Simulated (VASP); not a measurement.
# SrTiO3 (Pm-3m) in VASP: a series of runs

SrTiO3 is run at these levels: PBEsol; tasks: single point, relaxation of cell and atoms.

All numbers are computed with VASP 6.6.1; they aren't measurements. Logs are shortened: lines on timing, memory, paths and dates and some standing lists are left out, and cuts for length are marked.

### Step 1. The cell of the first run

The structure is cubic, space group Pm-3m (No. 221). Conventional cell: a = 3.891 Å, b = 3.891 Å, c = 3.891 Å, α = 90.00°, β = 90.00°, γ = 90.00°. Within 3.6 Å of Sr (site symmetry m-3m) lie 12 O at 2.75 Å and 8 Ti at 3.37 Å. Within 2.6 Å of Ti (site symmetry m-3m) lie 6 O at 1.95 Å. Within 2.6 Å of O (site symmetry 4/mmm) lie 2 Ti at 1.95 Å.

### Step 2. Single point, PBEsol

The input, INCAR:

```
PREC     = Accurate       # precision mode
ENCUT    = 520            # plane-wave cutoff, eV
EDIFF    = 1E-6           # SCF threshold, eV
ISMEAR   = 0              # smearing method
SIGMA    = 0.02           # smearing width, eV
LREAL    = False          # projectors in reciprocal space
LASPH    = True           # aspherical terms in the spheres
NELM     = 100            # most SCF steps
ALGO     = Normal         # electronic algorithm
ISIF     = 2              # what is computed and relaxed
LWAVE    = False          # write WAVECAR
LCHARG   = True           # write CHGCAR
GGA      = PS             # functional
LELF     = True           # ELF
LVHAR    = True         
NBANDS   = 28             # bands
```

The input, KPOINTS:

```
Automatic mesh
0
Gamma
  8 8 8
```

The input, POSCAR:

```
SrTiO3
1.0
    3.8911252309      0.0000000000      0.0000000000
    0.0000000000      3.8911252309      0.0000000000
    0.0000000000      0.0000000000      3.8911252309
Sr Ti O
1 1 3
Direct
    0.0000000000      0.0000000000      0.0000000000
    0.5000000000      0.5000000000      0.5000000000
    0.5000000000      0.0000000000      0.5000000000
    0.5000000000      0.5000000000      0.0000000000
    0.0000000000      0.5000000000      0.5000000000
```

Potentials or basis: VASP PAW PBE potentials, release 64 (Sr_sv, Ti_sv, O).

Started as:

```
cat potpaw_PBE.64/Sr_sv/POTCAR potpaw_PBE.64/Ti_sv/POTCAR potpaw_PBE.64/O/POTCAR > POTCAR
mpirun -np 1 vasp_std > vasp.out
```

OUTCAR:

```text
PREC = Accurate
   ENCUT = 520
   EDIFF = 1E-6
   ISMEAR = 0
   LREAL = False
   LASPH = True
   NELM = 100
   ISIF = 2
   GGA = PS

 ion  position               nearest neighbor table
   1  0.000  0.000  0.000-   3 2.75   4 2.75   5 2.75   3 2.75   5 2.75   4 2.75   5 2.75   5 2.75
                             3 2.75   4 2.75   3 2.75   4 2.75   2 3.37   2 3.37   2 3.37   2 3.37
   2  0.500  0.500  0.500-   3 1.95   4 1.95   5 1.95   4 1.95   3 1.95   5 1.95   1 3.37   1 3.37
                             1 3.37   1 3.37   1 3.37   1 3.37   1 3.37   1 3.37
   3  0.500  0.000  0.500-   2 1.95   2 1.95   1 2.75   1 2.75   1 2.75   1 2.75
   4  0.500  0.500  0.000-   2 1.95   2 1.95   1 2.75   1 2.75   1 2.75   1 2.75
   5  0.000  0.500  0.500-   2 1.95   2 1.95   1 2.75   1 2.75   1 2.75   1 2.75

  LATTYP: Found a simple cubic cell.
 ALAT       =     3.8911252309

  Lattice vectors:

 A1 = (   3.8911252309,   0.0000000000,   0.0000000000)
 A2 = (   0.0000000000,   3.8911252309,   0.0000000000)
 A3 = (   0.0000000000,   0.0000000000,   3.8911252309)

Analysis of symmetry for initial positions (statically):
=====================================================================
 Subroutine PRICEL returns:
 Original cell was already a primitive cell.

 Routine SETGRP: Setting up the symmetry group for a
 simple cubic supercell.

 Subroutine GETGRP returns: Found 48 space group operations
 (whereof 48 operations were pure point group operations)
 out of a pool of 48 trial point group operations.

The static configuration has the point symmetry O_h .

Analysis of symmetry for dynamics (positions and initial velocities):
=====================================================================
 Subroutine PRICEL returns:
 Original cell was already a primitive cell.

 Routine SETGRP: Setting up the symmetry group for a
 simple cubic supercell.

 Subroutine GETGRP returns: Found 48 space group operations
 (whereof 48 operations were pure point group operations)
 out of a pool of 48 trial point group operations.

The dynamic configuration has the point symmetry O_h .

 Subroutine INISYM returns: Found 48 space group operations
 (whereof 48 operations are pure point group operations),
 and found     1 'primitive' translations

----------------------------------------------------------------------------------------

                                     Primitive cell

  volume of cell :      58.9150

  direct lattice vectors                    reciprocal lattice vectors
     3.891125231  0.000000000  0.000000000     0.256995070  0.000000000  0.000000000
     0.000000000  3.891125231  0.000000000     0.000000000  0.256995070  0.000000000
     0.000000000  0.000000000  3.891125231     0.000000000  0.000000000  0.256995070

  length of vectors
     3.891125231  3.891125231  3.891125231     0.256995070  0.256995070  0.256995070

  position of ions in fractional coordinates (direct lattice)
     0.000000000  0.000000000  0.000000000
     0.500000000  0.500000000  0.500000000
     0.500000000  0.000000000  0.500000000
     0.500000000  0.500000000  0.000000000
     0.000000000  0.500000000  0.500000000

  ion indices of the primitive-cell ions
   primitive index   ion index
                 1           1
                 2           2
                 3           3
                 4           4
                 5           5

----------------------------------------------------------------------------------------

 KPOINTS: Automatic mesh

Automatic generation of k-mesh.
 Grid dimensions read from file:
 generate k-points for:    8    8    8

 Generating k-lattice:

  Cartesian coordinates                     Fractional coordinates (reciprocal lattice)
     0.032124384  0.000000000  0.000000000     0.125000000  0.000000000  0.000000000
     0.000000000  0.032124384  0.000000000     0.000000000  0.125000000  0.000000000
     0.000000000  0.000000000  0.032124384     0.000000000  0.000000000  0.125000000

  Length of vectors
     0.032124384  0.032124384  0.032124384

  Shift w.r.t. Gamma in fractional coordinates (k-lattice)
     0.000000000  0.000000000  0.000000000

 Subroutine IBZKPT returns following result:
 ===========================================

 Found     35 irreducible k-points:

 Following reciprocal coordinates:
            Coordinates               Weight
  0.000000  0.000000  0.000000      1.000000
  0.125000  0.000000  0.000000      6.000000
  0.250000  0.000000  0.000000      6.000000
  0.375000  0.000000  0.000000      6.000000
  0.500000  0.000000  0.000000      3.000000
  0.125000  0.125000  0.000000     12.000000
[... 16 lines left out ...]
  0.375000  0.375000  0.125000     24.000000
  0.500000  0.375000  0.125000     24.000000
 [... further k-points ...]
   k-points           NKPTS =     35   k-points in BZ     NKDIM =     35   number of bands    NBANDS=     28
   number of dos      NEDOS =    301   number of ions     NIONS =      5
   total plane-waves  NPLWV =  27000
   dimension x,y,z NGX =    30 NGY =   30 NGZ =   30
   dimension x,y,z NGXF=    60 NGYF=   60 NGZF=   60
   ions per type =               1   1   3
   NGX,Y,Z   is equivalent  to a cutoff of  12.82, 12.82, 12.82 a.u.
   NGXF,Y,Z  is equivalent  to a cutoff of  25.63, 25.63, 25.63 a.u.
 SYSTEM =  unknown system
   PREC   = accura    normal or accurate (medium, high low for compatibility)
   ISTART =      0    job   : 0-new  1-cont  2-samecut
   ICHARG =      2    charge: 1-file 2-atom 10-const
   ISPIN  =      1    spin polarized calculation?
   LNONCOLLINEAR =      F non collinear calculations
   LSORBIT =      F    spin-orbit coupling
   LASPH  =      T    aspherical Exc in radial PAW
   ENCUT  =  520.0 eV  38.22 Ry    6.18 a.u.   7.23  7.23  7.23*2*pi/ulx,y,z
   NELM   =    100;   NELMIN=  2; NELMDL= -5     # of ELM steps
   EDIFF  = 0.1E-05   stopping-criterion for ELM
   LREAL  =      F    real-space projection
   EDIFFG = 0.1E-04   stopping-criterion for IOM
   NSW    =      0    number of steps for IOM
   IBRION =     -1    ionic relax: 0-MD 1-quasi-New 2-CG
   NFREE  =      0    steps in history (QN), initial steepest desc. (CG)
   ISIF   =      2    stress and relaxation
   ISYM   =      2    0-nonsym 1-usesym 2-fastsym
   POTIM  = 0.5000    time-step for ionic-motion
   TEBEG  =    0.0;   TEEND  =   0.0 temperature during run
   PSTRESS=    0.0 pullay stress
   NELECT =      40.0000    total number of electrons
   NUPDOWN=      -1.0000    fix difference up-down
   EMIN   =  10.00;   EMAX   =-10.00  energy-range for DOS
   EFERMI =   0.00;   METHOD = LEGACY
   ISMEAR =     0;   SIGMA  =   0.02  broadening in eV -4-tet -1-fermi 0-gaus
   EFERMI_NEDOS =   21; number of points for ismear=-14 and -15
   IALGO  =     38    algorithm
   IMIX   =      4    mixing-type and parameters
     AMIX     =   0.40;   BMIX     =  1.00
     AMIX_MAG =   1.60;   BMIX_MAG =  1.00
  volume/ion in A,a.u.               =      11.78        79.52
  Fermi-wavevector in a.u.,A,eV,Ry     =   1.438864  2.719058 28.168528  2.070328
  Thomas-Fermi vector in A             =   2.557783
   LORBIT       =      0    0 simple, 1 ext, 2 COOP (PROOUT), +10 PAW based schemes
   GGA     = PS    functional components
   LHFCALC =     F    Hartree Fock is set to
   AEXX    =    0.0000 exact exchange contribution
   IVDW    =     0    specifies the selected vdW correction
   LEPSILON=     F    determine dielectric tensor
   LRPA    =     F    only Hartree local field effects (RPA)
 non-spin polarized calculation
 Gauss-broadening in eV      SIGMA  =   0.02
  energy-cutoff  :      520.00
  volume of cell :       58.91
 maximum number of plane-waves:      1622
 NGX is ok and might be reduce to    30
   NGX = 15   NGY = 15   NGZ = 15

 number of electron      40.0000013 magnetization

 Free energy of the ion-electron system (eV)
  ---------------------------------------------------
  ext. energy  EPLUGINS =         0.00000000
  ---------------------------------------------------
  free energy    TOTEN  =       -42.01576047 eV

  energy without entropy =      -42.01576047  energy(sigma->0) =      -42.01576047

 E-fermi :   4.2920     XC(G=0): -11.5968

 val. band max:        4.1136646481   @ k =   0.5000   0.5000   0.5000
 cond. band min:       5.9335688371   @ k =   0.0000   0.0000   0.0000
 fundamental gap:      1.8199041890
 Fermi energy:         4.2919851016

 k-point     1 :       0.0000    0.0000    0.0000
  band No.  band energies     occupation
      1     -52.0427      2.00000
      2     -28.4997      2.00000
      3     -28.4120      2.00000
      4     -28.4120      2.00000
      5     -28.4120      2.00000
      6     -13.2853      2.00000
[... 20 lines left out ...]
     27       9.4020      0.00000
     28      10.2270      0.00000

 k-point     2 :       0.1250    0.0000    0.0000
  band No.  band energies     occupation
      1     -52.0424      2.00000
      2     -28.5191      2.00000
      3     -28.4115      2.00000
      4     -28.4115      2.00000
      5     -28.4001      2.00000
      6     -13.2920      2.00000
[... 20 lines left out ...]
     27       9.6888      0.00000
     28      10.6072      0.00000

 k-point     3 :       0.2500    0.0000    0.0000
  band No.  band energies     occupation
      1     -52.0418      2.00000
      2     -28.5573      2.00000
      3     -28.4104      2.00000
      4     -28.4104      2.00000
      5     -28.3797      2.00000
      6     -13.3604      2.00000
[... 20 lines left out ...]
     27      10.3789      0.00000
     28      11.6376      0.00000

 k-point     4 :       0.3750    0.0000    0.0000
  band No.  band energies     occupation
      1     -52.0412      2.00000
      2     -28.5906      2.00000
      3     -28.4093      2.00000
      4     -28.4093      2.00000
      5     -28.3640      2.00000
      6     -13.4710      2.00000
[... 578 lines left out ...]
     27      12.2349      0.00000
     28      12.5440      0.00000

 k-point    23 :       0.3750    0.3750    0.1250
  band No.  band energies     occupation
      1     -52.0396      2.00000
      2     -28.5234      2.00000
      3     -28.4751      2.00000
      4     -28.4200      2.00000
      5     -28.4058      2.00000
      6     -12.8641      2.00000
[... 20 lines left out ...]
     27      12.3129      0.00000
     28      12.7672      0.00000

 k-point    24 :       0.5000    0.3750    0.1250
  band No.  band energies     occupation
      1     -52.0393      2.00000
      2     -28.5162      2.00000
      3     -28.4747      2.00000
      4     -28.4232      2.00000
      5     -28.4176      2.00000
      6     -12.7723      2.00000
[... 20 lines left out ...]
     27      12.3679      0.00000
     28      12.8759      0.00000

 [... further k-points ...]

------------------------ aborting loop because EDIFF is reached ----------------------------------------

  FORCE on cell =-STRESS in cart. coord.  units (eV):
  Direction    XX          YY          ZZ          XY          YZ          ZX
  --------------------------------------------------------------------------------------
  -------------------------------------------------------------------------------------
  Total        0.2450363      0.2450363      0.2450363      0.0000000     -0.0000000      0.0000000
  in kB        6.6637005      6.6637005      6.6637005      0.0000000     -0.0000000      0.0000000
  external PRESSURE =       6.6637005 kB  Pullay stress =       0.0000000 kB

 VOLUME and BASIS-vectors are now :
 -----------------------------------------------------------------------------
  energy-cutoff  :      520.00
  volume of cell :       58.91
      direct lattice vectors                 reciprocal lattice vectors
     3.891125231  0.000000000  0.000000000     0.256995070  0.000000000  0.000000000
     0.000000000  3.891125231  0.000000000     0.000000000  0.256995070  0.000000000
     0.000000000  0.000000000  3.891125231     0.000000000  0.000000000  0.256995070

 POSITION                                       TOTAL-FORCE (eV/Angst)
 -----------------------------------------------------------------------------------
      0.00000      0.00000      0.00000         0.000000      0.000000      0.000000
      1.94556      1.94556      1.94556         0.000000      0.000000      0.000000
      1.94556      0.00000      1.94556         0.000000      0.000000      0.000000
      1.94556      1.94556      0.00000         0.000000      0.000000      0.000000
      0.00000      1.94556      1.94556         0.000000      0.000000      0.000000
 -----------------------------------------------------------------------------------
    total drift:                                0.000000      0.000000     -0.000000

  FREE ENERGIE OF THE ION-ELECTRON SYSTEM (eV)
  ---------------------------------------------------
  free  energy   TOTEN  =       -42.0157604725 eV

  energy  without entropy=      -42.0157604725  energy(sigma->0) =      -42.01576047
```

Run time: 28 s. Hardware: 1 thread of Intel Xeon 6975P-C (Granite Rapids), shared host; peak memory 0.2 GiB.

Results:

```
Free energy            : -42.0158 eV
Pressure               : 0.7 GPa
Band gap on the k mesh : 1.82 eV, indirect (least direct gap 2.17 eV)
```

Levels at points of the mesh, in eV from the valence-band top:
| k point | band 18 | band 19 | band 20 | band 21 | band 22 | band 23 |
| --- | --- | --- | --- | --- | --- | --- |
| (0.00, 0.00, 0.00) | -0.35 | -0.35 | -0.35 | 1.82 | 1.82 | 1.82 |
| (0.50, 0.00, 0.00) | -2.07 | -0.74 | -0.74 | 2.00 | 3.83 | 3.83 |
| (0.50, 0.50, 0.00) | -1.60 | -1.60 | -0.10 | 3.84 | 3.84 | 4.30 |
| (0.50, 0.50, 0.50) | 0.00 | 0.00 | 0.00 | 4.54 | 4.54 | 4.54 |

Caveat: the PAW data sets were made with another functional, which shifts forces and pressure a little.

(Part 1 of 2 ends here.)
